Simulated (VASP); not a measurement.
Input of a VASP 6.6.1 run:

File INCAR:

```
PREC     = Accurate       # precision mode
ENCUT    = 520            # plane-wave cutoff, eV
EDIFF    = 1E-7           # SCF threshold, eV
ISMEAR   = 0              # smearing method
SIGMA    = 0.1            # smearing width, eV
LREAL    = F              # projectors in reciprocal space
LASPH    = T              # aspherical terms in the spheres
NELM     = 80             # most SCF steps
ALGO     = Fast           # electronic algorithm
ISIF     = 2              # what is computed and relaxed
LWAVE    = F              # write WAVECAR
LCHARG   = F              # write CHGCAR
GGA      = PE             # functional
NBANDS   = 40             # bands
```

File KPOINTS:

```
Automatic mesh
0
Gamma
  6 6 4
```

File POSCAR:

```
TiIn4
1.0
    4.8712655761      0.0000000000      0.0000000000
   -2.4356327881      4.2186397375      0.0000000000
    0.0000000000      0.0000000000      6.3665766554
Ti In
1 4
Direct
    0.0000000000      0.0000000000      0.0000000000
    0.3333333333      0.6666666667      0.2516190992
    0.6666666667      0.3333333333      0.2516190992
    0.6666666667      0.3333333333      0.7483809008
    0.3333333333      0.6666666667      0.7483809008
```

Potentials or basis: VASP PAW PBE potentials, release 64 (Ti_sv, In_d).

Launch:

```sh
$ cat potpaw_PBE.64/Ti_sv/POTCAR potpaw_PBE.64/In_d/POTCAR > POTCAR
$ mpirun -np 1 vasp_std > vasp.out
```

**Question.** Estimate the largest force.

**Answer.** 0.024 eV/Å.

**Question.** Predict the pressure.

**Answer.** 0.0 GPa.

**Question.** Estimate the band gap on the k mesh.

**Answer.** Zero (bands 32 and 33 overlap by 0.97 eV).

Forces on the atoms (eV/Å):
```
Ti   0.000  0.000  0.000
In   0.000  0.000  0.024
In   0.000  0.000  0.024
In   0.000  0.000 -0.024
In   0.000  0.000 -0.024
```

Caveat: spin-orbit coupling is left out, which moves the levels of the heavy elements.
